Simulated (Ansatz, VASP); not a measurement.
# Two plane-wave programs on MoS2

The input INCAR:

```
SYSTEM = MoS2
  PREC = Accurate
  ENCUT = 520
  EDIFF = 1E-6
  ISMEAR = 0
  SIGMA = 0.05
  LREAL = .FALSE.
  LASPH = .TRUE.
  NELM = 80
  ALGO = Normal
  ISIF = 2
  LWAVE = .FALSE.
  LCHARG = .TRUE.
  GGA = PE
  IVDW = 12
  LELF = .TRUE.
  LVHAR = .TRUE.
  NBANDS = 35
```

The input KPOINTS:

```
Automatic mesh
0
G
  12 12 4
  0 0 0
```

Contents of POSCAR:

```
MoS2
1.0
    3.1493511256      0.0000000000      0.0000000000
   -1.5746755628      2.7274180802      0.0000000000
    0.0000000000      0.0000000000     11.7280312675
Mo S
2 4
Direct
    0.3333333333      0.6666666667      0.2500000000
    0.6666666667      0.3333333333      0.7500000000
    0.3333333333      0.6666666667      0.6204905688
    0.6666666667      0.3333333333      0.1204905688
    0.3333333333      0.6666666667      0.8795094312
    0.6666666667      0.3333333333      0.3795094312
```

Input for Ansatz:

```yaml
crystal:
  lattice:
    - [3.1493511256, 0.0, 0.0]
    - [-1.5746755628, 2.7274180802, 0.0]
    - [0.0, 0.0, 11.7280312675]
  atoms:
    - { symbol: Mo, position: [0.3333333333, 0.6666666667, 0.25] }
    - { symbol: Mo, position: [0.6666666667, 0.3333333333, 0.75] }
    - { symbol: S, position: [0.3333333333, 0.6666666667, 0.6204905688] }
    - { symbol: S, position: [0.6666666667, 0.3333333333, 0.1204905688] }
    - { symbol: S, position: [0.3333333333, 0.6666666667, 0.8795094312] }
    - { symbol: S, position: [0.6666666667, 0.3333333333, 0.3795094312] }
basis:
  ecutwfc: 420
kpoints:
  mp_grid: { grid: [12, 12, 4] }
hamiltonian:
  xc: pbe
  dispersion: d3bj
scf:
  occupations: { method: gaussian, width: 0.05 }
output:
  forces: true
  stress: true
  eigenvalues: true
```

Change from the starting cell: strain +0.000 along x and y, -0.030 along z, atoms carried along.

Alike in both runs: task single point; functional PBE; dispersion D3(BJ); k mesh 12 × 12 × 4; occupations gaussian, width 0.05 eV; no spin polarisation.

|  | VASP | Ansatz |
| --- | --- | --- |
| version | VASP 6.6.1 | Ansatz 0.2.0 |
| potentials or method | VASP PAW PBE potentials, release 64 (Mo_sv, S), cutoff 520 eV | scalar-relativistic, plane waves, PAW |
| valence electrons in the cell | 52 | 52 |

Ansatz gave:

```
gap on the k mesh at the Fermi level (eV)                     : 0.64
least direct gap on the mesh (eV)                             : 1.61
pressure (GPa)                                                : 5.5
traceless stress, the component that is largest in VASP (GPa) : 4.39
rms of the force components (eV/Å)                            : 0.419
```

Task: What did VASP give for the same quantities?

Result: gap on the k mesh at the Fermi level (eV): 0.66; least direct gap on the mesh (eV): 1.61; pressure (GPa): 5.3; traceless stress, the component that is largest in VASP (GPa): 4.35; rms of the force components (eV/Å): 0.410.

Atom by atom the forces differ by 0.009 eV/Å (rms over components).
